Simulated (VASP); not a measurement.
Ca, 2 atoms in the cell. Symmetry: Cmcm, No. 63, orthorhombic system. Conventional cell: a = 4.032 Å, b = 6.946 Å, c = 6.658 Å, α = 90.00°, β = 90.00°, γ = 90.00°. Ca (site symmetry m2m) has 12 Ca at 4.02 to 4.07 Å within 5.3 Å. 

| Quantity | Value |
| --- | --- |
| Program | VASP 6.6.1 |
| Task | single point |
| Functional | PBEsol |
| Potentials or basis | VASP PAW PBE potentials, release 64 (Ca_sv) |
| Cutoff | 520 eV |
| k mesh | 9 × 9 × 5 |
| Occupations | gaussian, width 0.15 eV |
| Spin | no spin polarisation |
| Dipole correction | no |
| Further INCAR settings | ALGO = Normal; EDIFF = 1e-06; NBANDS = 17 |

Potentials or basis: VASP PAW PBE potentials, release 64 (Ca_sv).

Launch:

```sh
$ cat potpaw_PBE.64/Ca_sv/POTCAR > POTCAR
$ mpirun -np 1 vasp_std > vasp.out
```

Hardware: 1 thread of Intel(R) Xeon(R) Platinum 8259CL CPU @ 2.50GHz (Skylake/Cascade Lake) (shared host).

Q: How long does it take, and how much memory?

A: Wall time 84 s on 1 thread of Intel(R) Xeon(R) Platinum 8259CL CPU @ 2.50GHz (Skylake/Cascade Lake), on a shared host, peak memory 0.25 GiB. Counts: scf iterations 12, k points 75.
